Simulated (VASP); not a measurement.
# BiS2 (I-42d) in VASP: notebook

The runs below take BiS2 through single point, with PBEsol, r2SCAN+rVV10.

All numbers are computed with VASP 6.6.1; they aren't measurements. Logs are shortened: lines on timing, memory, paths and dates and some standing lists are left out, and cuts for length are marked.

**1. The cell of the first run**

Symmetry: I-42d, No. 122, tetragonal system. The conventional cell has a = 7.194 Å, b = 7.194 Å, c = 5.429 Å, α = 90.00°, β = 90.00°, γ = 90.00°. Within 3.6 Å of Bi (site symmetry -4) lie 8 S at 2.75 to 3.17 Å. Within 3.6 Å of S (site symmetry 2) lie 2 S at 2.73 Å and 4 Bi at 2.75 to 3.17 Å.

**2. Single point, PBEsol**

File INCAR:

```
SYSTEM = BiS2
PREC = Accurate
ENCUT = 520
EDIFF = 1E-6
ISMEAR = -1
SIGMA = 0.03
LREAL = .FALSE.
LASPH = .TRUE.
NELM = 80
ALGO = Normal
ISIF = 2
LWAVE = .FALSE.
LCHARG = .FALSE.
GGA = PS
NBANDS = 36
```

File KPOINTS:

```
regular mesh
0
G
  6 6 6
  0 0 0
```

File POSCAR:

```
BiS2
1.0
   -3.5969858822      3.5969858822      2.7144502191
    3.5969858822     -3.5969858822      2.7144502191
    3.5969858822      3.5969858822     -2.7144502191
Bi S
2 4
Direct
    0.0000000000      0.0000000000      0.0000000000
    0.7500000000      0.2500000000      0.5000000000
    0.3750000000      0.3978748824      0.5228748824
    1.1478748824      0.6250000000      1.0228748824
    0.6021251176      0.1250000000     -0.0228748824
    0.8750000000     -0.1478748824      0.4771251176
```

Potentials or basis: VASP PAW PBE potentials, release 64 (Bi_d, S).

Command:

```sh
$ cat potpaw_PBE.64/Bi_d/POTCAR potpaw_PBE.64/S/POTCAR > POTCAR
$ mpirun -np 1 vasp_std > vasp.out
```

OUTCAR:

```text
SYSTEM = BiS2
   PREC = Accurate
   ENCUT = 520
   EDIFF = 1E-6
   ISMEAR = -1
   LREAL = .FALSE.
   LASPH = .TRUE.
   NELM = 80
   ISIF = 2
   GGA = PS

 ion  position               nearest neighbor table
   1  0.000  0.000  0.000-   4 2.75   3 2.75   5 2.75   6 2.75   6 3.17   5 3.17   4 3.17   3 3.17
                             2 3.84   2 3.84   2 3.84   2 3.84
   2  0.750  0.250  0.500-   6 2.75   5 2.75   3 2.75   4 2.75   3 3.17   4 3.17   5 3.17   6 3.17
                             1 3.84   1 3.84   1 3.84   1 3.84
   3  0.375  0.398  0.523-   6 2.73   6 2.73   2 2.75   1 2.75   2 3.17   1 3.17
   4  0.148  0.625  0.023-   5 2.73   5 2.73   1 2.75   2 2.75   1 3.17   2 3.17
   5  0.602  0.125  0.977-   4 2.73   4 2.73   2 2.75   1 2.75   1 3.17   2 3.17
   6  0.875  0.852  0.477-   3 2.73   3 2.73   2 2.75   1 2.75   1 3.17   2 3.17

  LATTYP: Found a body centered tetragonal cell.
 ALAT       =     7.1939717644
 C/A-ratio  =     0.7546457807

  Lattice vectors:

 A1 = (  -3.5969858822,   3.5969858822,   2.7144502191)
 A2 = (   3.5969858822,  -3.5969858822,   2.7144502191)
 A3 = (   3.5969858822,   3.5969858822,  -2.7144502191)

Analysis of symmetry for initial positions (statically):
=====================================================================
 Subroutine PRICEL returns:
 Original cell was already a primitive cell.

 Routine SETGRP: Setting up the symmetry group for a
 body centered tetragonal supercell.

 Subroutine GETGRP returns: Found  8 space group operations
 (whereof  4 operations were pure point group operations)
 out of a pool of 16 trial point group operations.

The static configuration has the point symmetry S_4 .
 The point group associated with its full space group is D_2d.

Analysis of symmetry for dynamics (positions and initial velocities):
=====================================================================
 Subroutine PRICEL returns:
 Original cell was already a primitive cell.

 Routine SETGRP: Setting up the symmetry group for a
 body centered tetragonal supercell.

 Subroutine GETGRP returns: Found  8 space group operations
 (whereof  4 operations were pure point group operations)
 out of a pool of 16 trial point group operations.

The dynamic configuration has the point symmetry S_4 .
 The point group associated with its full space group is D_2d.

 Subroutine INISYM returns: Found  8 space group operations
 (whereof  4 operations are pure point group operations),
 and found     1 'primitive' translations

----------------------------------------------------------------------------------------

                                     Primitive cell

  volume of cell :     140.4816

  direct lattice vectors                    reciprocal lattice vectors
    -3.596985882  3.596985882  2.714450219     0.000000000  0.139005272  0.184199363
     3.596985882 -3.596985882  2.714450219     0.139005272  0.000000000  0.184199363
     3.596985882  3.596985882 -2.714450219     0.139005272  0.139005272  0.000000000

  length of vectors
     5.765835140  5.765835140  5.765835140     0.230763669  0.230763669  0.196583141

  position of ions in fractional coordinates (direct lattice)
     0.000000000  0.000000000  0.000000000
     0.750000000  0.250000000  0.500000000
     0.375000000  0.397874882  0.522874882
     0.147874882  0.625000000  0.022874882
     0.602125118  0.125000000  0.977125118
     0.875000000  0.852125118  0.477125118

  ion indices of the primitive-cell ions
   primitive index   ion index
                 1           1
                 2           2
                 3           3
                 4           4
                 5           5
                 6           6

----------------------------------------------------------------------------------------

 KPOINTS: regular mesh

Automatic generation of k-mesh.
 Grid dimensions read from file:
 generate k-points for:    6    6    6

 Generating k-lattice:

  Cartesian coordinates                     Fractional coordinates (reciprocal lattice)
     0.000000000  0.023167545  0.030699894     0.166666667  0.000000000 -0.000000000
     0.023167545  0.000000000  0.030699894     0.000000000  0.166666667 -0.000000000
     0.023167545  0.023167545  0.000000000     0.000000000  0.000000000  0.166666667

  Length of vectors
     0.038460611  0.038460611  0.032763857

  Shift w.r.t. Gamma in fractional coordinates (k-lattice)
     0.000000000  0.000000000  0.000000000

 Subroutine IBZKPT returns following result:
 ===========================================

 Found     30 irreducible k-points:

 Following reciprocal coordinates:
            Coordinates               Weight
  0.000000  0.000000  0.000000      1.000000
  0.166667  0.000000  0.000000      8.000000
  0.333333  0.000000  0.000000      8.000000
  0.500000  0.000000 -0.000000      4.000000
  0.166667  0.166667  0.000000      8.000000
  0.333333  0.166667 -0.000000     16.000000
[... 16 lines left out ...]
 -0.333333 -0.333333  0.166667      8.000000
 -0.166667 -0.333333  0.166667      8.000000
 [... further k-points ...]
   k-points           NKPTS =     30   k-points in BZ     NKDIM =     30   number of bands    NBANDS=     36
   number of dos      NEDOS =    301   number of ions     NIONS =      6
   total plane-waves  NPLWV = 110592
   dimension x,y,z NGX =    48 NGY =   48 NGZ =   48
   dimension x,y,z NGXF=    96 NGYF=   96 NGZF=   96
   ions per type =               2   4
   NGX,Y,Z   is equivalent  to a cutoff of  13.84, 13.84, 13.84 a.u.
   NGXF,Y,Z  is equivalent  to a cutoff of  27.68, 27.68, 27.68 a.u.
 SYSTEM =  BiS2
   PREC   = accura    normal or accurate (medium, high low for compatibility)
   ISTART =      0    job   : 0-new  1-cont  2-samecut
   ICHARG =      2    charge: 1-file 2-atom 10-const
   ISPIN  =      1    spin polarized calculation?
   LNONCOLLINEAR =      F non collinear calculations
   LSORBIT =      F    spin-orbit coupling
   LASPH  =      T    aspherical Exc in radial PAW
   ENCUT  =  520.0 eV  38.22 Ry    6.18 a.u.  10.72 10.72 10.72*2*pi/ulx,y,z
   NELM   =     80;   NELMIN=  2; NELMDL= -5     # of ELM steps
   EDIFF  = 0.1E-05   stopping-criterion for ELM
   LREAL  =      F    real-space projection
[... 7 lines left out ...]
   TEBEG  =    0.0;   TEEND  =   0.0 temperature during run
   PSTRESS=    0.0 pullay stress
   NELECT =      54.0000    total number of electrons
   NUPDOWN=      -1.0000    fix difference up-down
   EMIN   =  10.00;   EMAX   =-10.00  energy-range for DOS
   EFERMI =   0.00;   METHOD = LEGACY
   ISMEAR =    -1;   SIGMA  =   0.03  broadening in eV -4-tet -1-fermi 0-gaus
   EFERMI_NEDOS =   21; number of points for ismear=-14 and -15
   IALGO  =     38    algorithm
   IMIX   =      4    mixing-type and parameters
     AMIX     =   0.40;   BMIX     =  1.00
     AMIX_MAG =   1.60;   BMIX_MAG =  1.00
  volume/ion in A,a.u.               =      23.41       158.00
  Fermi-wavevector in a.u.,A,eV,Ry     =   1.190327  2.249392 19.277802  1.416878
  Thomas-Fermi vector in A             =   2.326414
   LORBIT       =      0    0 simple, 1 ext, 2 COOP (PROOUT), +10 PAW based schemes
   GGA     = PS    functional components
   LHFCALC =     F    Hartree Fock is set to
   AEXX    =    0.0000 exact exchange contribution
   IVDW    =     0    specifies the selected vdW correction
   LEPSILON=     F    determine dielectric tensor
   LRPA    =     F    only Hartree local field effects (RPA)
 non-spin polarized calculation
  energy-cutoff  :      520.00
  volume of cell :      140.48
 maximum number of plane-waves:      3806
 NGX is ok and might be reduce to    48
   NGX = 21   NGY = 21   NGZ = 21

 number of electron      54.0000000 magnetization

 Free energy of the ion-electron system (eV)
  ---------------------------------------------------
  ext. energy  EPLUGINS =         0.00000000
  ---------------------------------------------------
  free energy    TOTEN  =       -26.20400063 eV

  energy without entropy =      -26.20190225  energy(sigma->0) =      -26.20295144

 E-fermi :   6.4532     XC(G=0): -10.0993

 val. band max:        6.3843963312   @ k =   0.1667   0.1667   0.0000
 cond. band min:       6.4574821982   @ k =  -0.1667  -0.1667   0.1667
 fundamental gap:      0.0730858670
 Fermi energy:         6.4532264160

 k-point     1 :       0.0000    0.0000    0.0000
  band No.  band energies     occupation
      1     -17.2635      2.00000
      2     -17.2622      2.00000
      3     -17.2555      2.00000
      4     -17.2412      2.00000
      5     -17.2412      2.00000
      6     -17.2299      2.00000
[... 28 lines left out ...]
     35      11.0475      0.00000
     36      11.5064      0.00000

 k-point     2 :       0.1667    0.0000    0.0000
  band No.  band energies     occupation
      1     -17.2642      2.00000
      2     -17.2590      2.00000
      3     -17.2575      2.00000
      4     -17.2406      2.00000
      5     -17.2393      2.00000
      6     -17.2338      2.00000
[... 28 lines left out ...]
     35      11.3247      0.00000
     36      11.5876      0.00000

 k-point     3 :       0.3333    0.0000    0.0000
  band No.  band energies     occupation
      1     -17.2653      2.00000
      2     -17.2610      2.00000
      3     -17.2513      2.00000
      4     -17.2399      2.00000
      5     -17.2384      2.00000
      6     -17.2339      2.00000
[... 28 lines left out ...]
     35      12.1614      0.00000
     36      12.2781      0.00000

 k-point     4 :       0.5000    0.0000   -0.0000
  band No.  band energies     occupation
      1     -17.2658      2.00000
      2     -17.2624      2.00000
      3     -17.2471      2.00000
      4     -17.2400      2.00000
      5     -17.2393      2.00000
      6     -17.2333      2.00000
[... 28 lines left out ...]
     35      12.7935      0.00000
     36      13.4180      0.00000

 k-point     5 :       0.1667    0.1667    0.0000
  band No.  band energies     occupation
      1     -17.2646      2.00000
      2     -17.2596      2.00000
      3     -17.2534      2.00000
      4     -17.2407      2.00000
      5     -17.2384      2.00000
      6     -17.2332      2.00000
[... 655 lines left out ...]
 k-point    22 :      -0.1667    0.5000    0.1667
  band No.  band energies     occupation
      1     -17.2650      2.00000
      2     -17.2621      2.00000
      3     -17.2439      2.00000
      4     -17.2396      2.00000
      5     -17.2389      2.00000
      6     -17.2319      2.00000
[... 28 lines left out ...]
     35      12.3300      0.00000
     36      12.7017      0.00000

 k-point    23 :      -0.3333   -0.3333    0.1667
  band No.  band energies     occupation
      1     -17.2642      2.00000
      2     -17.2612      2.00000
      3     -17.2421      2.00000
      4     -17.2407      2.00000
      5     -17.2386      2.00000
      6     -17.2289      2.00000
[... 28 lines left out ...]
     35      12.2896      0.00000
     36      12.9071      0.00000

 k-point    24 :      -0.1667   -0.3333    0.1667
  band No.  band energies     occupation
      1     -17.2636      2.00000
      2     -17.2591      2.00000
      3     -17.2484      2.00000
      4     -17.2396      2.00000
      5     -17.2391      2.00000
      6     -17.2319      2.00000
[... 28 lines left out ...]
     35      11.8159      0.00000
     36      13.2489      0.00000

 [... further k-points ...]

------------------------ aborting loop because EDIFF is reached ----------------------------------------

  FORCE on cell =-STRESS in cart. coord.  units (eV):
  Direction    XX          YY          ZZ          XY          YZ          ZX
  --------------------------------------------------------------------------------------
  -------------------------------------------------------------------------------------
  Total       -0.0187587     -0.0187587     -0.0006863      0.0000000      0.0000000      0.0000000
  in kB       -0.2139410     -0.2139410     -0.0078274      0.0000000      0.0000000      0.0000000
  external PRESSURE =      -0.1452364 kB  Pullay stress =       0.0000000 kB

 VOLUME and BASIS-vectors are now :
 -----------------------------------------------------------------------------
  energy-cutoff  :      520.00
  volume of cell :      140.48
      direct lattice vectors                 reciprocal lattice vectors
    -3.596985882  3.596985882  2.714450219     0.000000000  0.139005272  0.184199363
     3.596985882 -3.596985882  2.714450219     0.139005272  0.000000000  0.184199363
     3.596985882  3.596985882 -2.714450219     0.139005272  0.139005272  0.000000000

 POSITION                                       TOTAL-FORCE (eV/Angst)
 -----------------------------------------------------------------------------------
      0.00000      0.00000      0.00000         0.000000     -0.000000     -0.000000
      0.00000      3.59699      1.35723        -0.000000     -0.000000     -0.000000
      1.96305      1.79849      0.67861         0.003784     -0.000000      0.000000
      1.79849     -1.63393      2.03584        -0.000000      0.003784      0.000000
      1.79849      5.23092     -0.67861         0.000000     -0.003784      0.000000
      1.63393      1.79849      3.39306        -0.003784     -0.000000      0.000000
 -----------------------------------------------------------------------------------
    total drift:                               -0.000000     -0.000000     -0.000000

  FREE ENERGIE OF THE ION-ELECTRON SYSTEM (eV)
  ---------------------------------------------------
  free  energy   TOTEN  =       -26.2040006285 eV

  energy  without entropy=      -26.2019022531  energy(sigma->0) =      -26.20295144
```

Run time: 6.9 min. Hardware: 1 thread of AMD EPYC 7R13, shared host; peak memory 0.34 GiB.

Results:

```yaml
Free_energy: -26.2040 eV
Pressure: 0.0 GPa
Largest_force: 0.004 eV/Å
Band_gap_on_the_k_mesh: zero (band 27 reaches 8.18 eV, above the bottom of band 28 at 4.88 eV)
```

Forces on the atoms (eV/Å):
```
Bi   0.000  0.000  0.000
Bi   0.000  0.000  0.000
S    0.004  0.000  0.000
S    0.000  0.004  0.000
S    0.000 -0.004  0.000
S   -0.004  0.000  0.000
```

Caveat: the PAW data sets were made with another functional, which shifts forces and pressure a little; spin-orbit coupling is left out, which moves the levels of the heavy elements.

**3. Single point, r2SCAN+rVV10**

This run uses another cell than the first one, of 23.94 Å³/atom, 1.022 times its volume.

File POSCAR:

```
BiS2
1.0
   -3.6062131617      3.6062131617      2.7608910118
    3.6062131617     -3.6062131617      2.7608910118
    3.6062131617      3.6062131617     -2.7608910118
Bi S
2 4
Direct
    0.0000000000      0.0000000000      0.0000000000
    0.7500000000      0.2500000000      0.5000000000
    0.3750000000      0.3973321129      0.5223321129
    1.1473321129      0.6250000000      1.0223321129
    0.6026678871      0.1250000000     -0.0223321129
    0.8750000000     -0.1473321129      0.4776678871
```

File INCAR.step1:

```
SYSTEM = BiS2
PREC = Accurate ; ENCUT = 520
ISMEAR = -1 ; SIGMA = 0.03
LREAL = .FALSE. ; LASPH = .TRUE.
NELM = 100 ; NBANDS = 36
GGA = PE ; ALGO = Normal
EDIFF = 1E-4 ; LWAVE = .TRUE.
LCHARG = .FALSE.
```

File INCAR.step2:

```
SYSTEM = BiS2
PREC = Accurate ; ENCUT = 520
EDIFF = 1E-7 ; ISMEAR = -1
SIGMA = 0.03 ; LREAL = .FALSE.
LASPH = .TRUE. ; NELM = 100
ALGO = Normal ; ISIF = 2
LWAVE = .FALSE. ; LCHARG = .FALSE.
METAGGA = R2SCAN ; LMIXTAU = .TRUE.
LUSE_VDW = .TRUE. ; IVDW_NL = 2
BPARAM = 11.95 ; CPARAM = 0.0093
NBANDS = 36 ; ISTART = 1
```

KPOINTS is that of step 2.

Potentials or basis: VASP PAW PBE potentials, release 64 (Bi_d, S).

Command:

```sh
$ cat potpaw_PBE.64/Bi_d/POTCAR potpaw_PBE.64/S/POTCAR > POTCAR
$ cp INCAR.step1 INCAR
$ mpirun -np 1 vasp_std > vasp.out
$ cp INCAR.step2 INCAR
$ mpirun -np 1 vasp_std > vasp.out
```

Wall time 33 min (1 thread of AMD EPYC 7R13, shared host); peak memory 0.79 GiB.

It converged, with:

```
Free energy            : -147.5752 eV
Pressure               : 0.1 GPa
Largest force          : 0.007 eV/Å
Band gap on the k mesh : zero (band 27 reaches 7.79 eV, above the bottom of band 28 at 4.56 eV)
```

Forces on the atoms (eV/Å):
```
Bi   0.000  0.000  0.000
Bi   0.000  0.000  0.000
S    0.007  0.000  0.000
S    0.000  0.007  0.000
S    0.000 -0.007  0.000
S   -0.007  0.000  0.000
```

Stress tensor (GPa, compression positive):
```
0.11 0.00 0.00
0.00 0.11 0.00
0.00 0.00 0.01
```

Levels at points of the mesh, in eV from the Fermi level:
| k point | band 22 | band 23 | band 24 | band 25 | band 26 | band 27 | band 28 | band 29 | band 30 | band 31 |
| --- | --- | --- | --- | --- | --- | --- | --- | --- | --- | --- |
| (0.00, 0.00, 0.00) | -3.91 | -3.41 | -3.41 | -2.03 | -1.79 | 1.57 | 1.98 | 2.00 | 2.61 | 4.50 |
| (0.50, 0.00, 0.00) | -2.57 | -2.46 | -2.31 | -2.04 | -1.93 | -1.89 | -1.29 | 0.13 | 0.45 | 3.18 |
| (0.50, 0.50, 0.00) | -3.21 | -2.84 | -2.84 | -2.02 | -2.02 | 1.04 | 1.04 | 1.51 | 1.51 | 2.06 |
| (0.50, 0.50, 0.50) | -2.96 | -2.32 | -2.32 | -2.01 | -2.01 | 0.53 | 0.53 | 0.92 | 0.92 | 1.49 |

Caveat: the PAW data sets were made with another functional, which shifts forces and pressure a little; spin-orbit coupling is left out, which moves the levels of the heavy elements.
